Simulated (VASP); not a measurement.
# SbP2 (P6/mmm) in VASP: notebook, part 2 of 2

VASP 6.6.1. The steps go on from the part before.

## 3. Relaxation of cell and atoms, PBE

This run uses another cell than the first one, of 19.48 Å³/atom, 1.003 times its volume.

INCAR

```
PREC = Accurate
ENCUT = 600
EDIFF = 1E-6
ISMEAR = 0
SIGMA = 0.1
LREAL = F
LASPH = T
NELM = 100
ALGO = Normal
ISIF = 3
LWAVE = F
LCHARG = F
GGA = PE
IBRION = 2
NSW = 100
EDIFFG = -0.01
```

KPOINTS

```
Automatic mesh
0
Gamma
  12 12 12
```

POSCAR

```
SbP2
1.0
    3.9685307257      0.0000000000      0.0000000000
   -1.9842653629      3.4368484242      0.0000000000
    0.0000000000      0.0000000000      4.2849584248
Sb P
1 2
Direct
    0.0000000000      0.0000000000      0.0000000000
    0.3333333333      0.6666666667      0.5000000000
    0.6666666667      0.3333333333      0.5000000000
```

Potentials or basis: VASP PAW PBE potentials, release 64 (Sb, P).

On the command line:

```
> cat potpaw_PBE.64/Sb/POTCAR potpaw_PBE.64/P/POTCAR > POTCAR
> mpirun -np 1 vasp_std > vasp.out
```

OUTCAR:

```text
PREC = Accurate
   ENCUT = 600
   EDIFF = 1E-6
   ISMEAR = 0
   LREAL = F
   LASPH = T
   NELM = 100
   ISIF = 3
   GGA = PE
   IBRION = 2
   NSW = 100
   EDIFFG = -0.01

 ion  position               nearest neighbor table
   1  0.000  0.000  0.000-   2 3.14   3 3.14   2 3.14   3 3.14   3 3.14   3 3.14   2 3.14   2 3.14
                             3 3.14   3 3.14   2 3.14   2 3.14
   2  0.333  0.667  0.500-   3 2.29   3 2.29   3 2.29   1 3.14   1 3.14   1 3.14   1 3.14   1 3.14
                             1 3.14
   3  0.667  0.333  0.500-   2 2.29   2 2.29   2 2.29   1 3.14   1 3.14   1 3.14   1 3.14   1 3.14
                             1 3.14

  LATTYP: Found a hexagonal cell.
 ALAT       =     3.9685307257
 C/A-ratio  =     1.0797342193

  Lattice vectors:

 A1 = (   3.9685307257,   0.0000000000,   0.0000000000)
 A2 = (  -1.9842653629,   3.4368484242,   0.0000000000)
 A3 = (   0.0000000000,   0.0000000000,   4.2849584248)

Analysis of symmetry for initial positions (statically):
=====================================================================
 Subroutine PRICEL returns:
 Original cell was already a primitive cell.

 Routine SETGRP: Setting up the symmetry group for a
 hexagonal supercell.

 Subroutine GETGRP returns: Found 24 space group operations
 (whereof 24 operations were pure point group operations)
 out of a pool of 24 trial point group operations.

[... 280 lines left out ...]

------------------------ aborting loop because EDIFF is reached ----------------------------------------
[... 69 lines left out ...]
--------------------------------------- Ionic step       10  -------------------------------------------

 number of electron      14.9999999 magnetization

 Free energy of the ion-electron system (eV)
  ---------------------------------------------------
  ext. energy  EPLUGINS =         0.00000000
  ---------------------------------------------------
  free energy    TOTEN  =       -13.27111703 eV

  energy without entropy =      -13.26092242  energy(sigma->0) =      -13.26601973

 E-fermi :   8.6507     XC(G=0): -10.6801

 val. band max:        8.6477121981   @ k =   0.0833   0.0000   0.5000
 cond. band min:       8.6555038098   @ k =   0.2500   0.2500   0.0000
 fundamental gap:      0.0077916117
 Fermi energy:         8.6506777384

 k-point     1 :       0.0000    0.0000    0.0000
  band No.  band energies     occupation
      1      -6.1899      2.00000
      2       1.7795      2.00000
      3       2.4380      2.00000
      4       4.1540      2.00000
      5       4.1540      2.00000
      6       4.8418      2.00000
      7       5.7565      2.00000
      8       5.7565      2.00000
      9      10.9354      0.00000
     10      11.2211      0.00000
     11      13.4173      0.00000
[... 309 lines left out ...]
 k-point    24 :       0.3333    0.0000    0.0833
  band No.  band energies     occupation
      1      -4.9931      2.00000
      2      -1.5997      2.00000
      3       0.8630      2.00000
      4       2.6751      2.00000
      5       5.2276      2.00000
      6       7.2655      2.00000
      7       8.4509      1.99527
      8       9.0790      0.00000
      9       9.8389      0.00000
     10      10.6840      0.00000
     11      12.2097      0.00000

 [... further k-points ...]
[... 5 lines left out ...]
  --------------------------------------------------------------------------------------
  -------------------------------------------------------------------------------------
  Total       -0.0003826     -0.0003826     -0.0083480      0.0000000      0.0000000      0.0000000
  in kB       -0.0105577     -0.0105577     -0.2303656      0.0000000      0.0000000      0.0000000
  external PRESSURE =      -0.0838270 kB  Pullay stress =       0.0000000 kB
[... 18 lines left out ...]
  FREE ENERGIE OF THE ION-ELECTRON SYSTEM (eV)
  ---------------------------------------------------
  free  energy   TOTEN  =       -13.2711170343 eV

  energy  without entropy=      -13.2609224234  energy(sigma->0) =      -13.26601973

 reached required accuracy - stopping structural energy minimisation
```

OSZICAR:

```text
N       E                     dE             d eps       ncg     rms          rms(c)
DAV:   1     0.640632787265E+02    0.64063E+02   -0.61730E+03  2926   0.122E+03
DAV:   2    -0.868185323225E+01   -0.72745E+02   -0.69239E+02  3815   0.186E+02
DAV:   3    -0.131889071706E+02   -0.45071E+01   -0.42938E+01  3688   0.487E+01
[... 80 lines left out ...]
DAV:   2    -0.132712990819E+02    0.26990E-03   -0.10352E-03  3308   0.249E-01    0.847E-02
DAV:   3    -0.132711200260E+02    0.17906E-03   -0.27767E-04  3278   0.108E-01    0.149E-02
DAV:   4    -0.132711181539E+02    0.18722E-05   -0.95945E-06  3449   0.237E-02    0.102E-02
DAV:   5    -0.132711171440E+02    0.10099E-05   -0.87395E-07  1637   0.678E-03    0.183E-03
DAV:   6    -0.132711170343E+02    0.10965E-06   -0.14508E-07  1514   0.334E-03
  10 F= -.13271117E+02 E0= -.13266020E+02  d E =-.537983E-03
```

CONTCAR:

```text
SbP2
   1.00000000000000
     4.2650265475375306   -0.0000000000042334    0.0000000000000002
    -2.1325132738261670    3.6936213380392595    0.0000000000000000
     0.0000000000000001   -0.0000000000000001    3.6855212665199004
  Sb              P
     1     2
Direct
     0.0000000000000000    0.0000000000000000    0.0000000000000000
     0.3333333332999970    0.6666666667000030    0.5000000000000000
     0.6666666667000030    0.3333333332999970    0.5000000000000000

  0.00000000E+00  0.00000000E+00  0.00000000E+00
  0.00000000E+00  0.00000000E+00  0.00000000E+00
  0.00000000E+00  0.00000000E+00  0.00000000E+00
```

Run time: 2.5 min. Hardware: 1 thread of Intel Xeon 6975P-C (Granite Rapids), shared host; peak memory 0.28 GiB.

Results:

* Free energy: -13.2711 eV
* Relaxed volume: 19.35 Å³/atom
* Relaxed cell: a = 4.265 Å, b = 4.265 Å, c = 3.686 Å, α = 90.00°, β = 90.00°, γ = 120.00°
* Space group after relaxing (to 0.05 Å): P6/mmm (No. 191)
* Energy gained by relaxing: 72.1 meV/atom
* Ionic steps: 10
* Pressure after relaxing: 0.0 GPa

The path:
```
step  energy change (eV)  largest force (eV/Å)  pressure (GPa)  volume (Å³)
   1              0.0000                0.0000            2.97        58.44
   2             -0.0817                0.0000           -1.10        61.51
   3             -0.0863                0.0000           -2.39        62.63
   4             -0.1400                0.0000           -1.93        61.41
   5             -0.2048                0.0000            0.34        57.25
   6             -0.2148                0.0000           -0.64        58.71
   7             -0.2157                0.0000           -0.50        58.45
   8             -0.2158                0.0000           -0.44        58.35
   9             -0.2158                0.0000            0.46        57.75
  10             -0.2164                0.0000           -0.01        58.06
```

Final structure:
```xyz
3
Lattice="4.2650 0.0000 0.0000 -2.1325 3.6936 0.0000 0.0000 0.0000 3.6855" Properties=species:S:1:pos:R:3 pbc="T T T"
Sb    0.0000    0.0000    0.0000
P     0.0000    2.4624    1.8428
P     2.1325    1.2312    1.8428
```

Levels at points of the mesh, in eV from the Fermi level:
| k point | band 4 | band 5 | band 6 | band 7 | band 8 | band 9 | band 10 | band 11 |
| --- | --- | --- | --- | --- | --- | --- | --- | --- |
| (0.00, 0.00, 0.00) | -4.50 | -4.50 | -3.81 | -2.89 | -2.89 | 2.28 | 2.57 | 4.77 |
| (0.50, 0.00, 0.00) | -6.30 | -1.52 | -1.05 | -0.43 | 0.15 | 2.03 | 2.44 | 3.03 |
| (0.00, 0.00, 0.50) | -4.08 | -4.08 | -1.02 | -0.51 | -0.35 | -0.35 | 0.14 | 0.14 |
| (0.50, 0.00, 0.50) | -6.11 | -5.13 | -4.48 | -1.81 | -1.25 | 2.99 | 3.66 | 5.28 |

Caveat: spin-orbit coupling is left out, which moves the levels of the heavy elements.
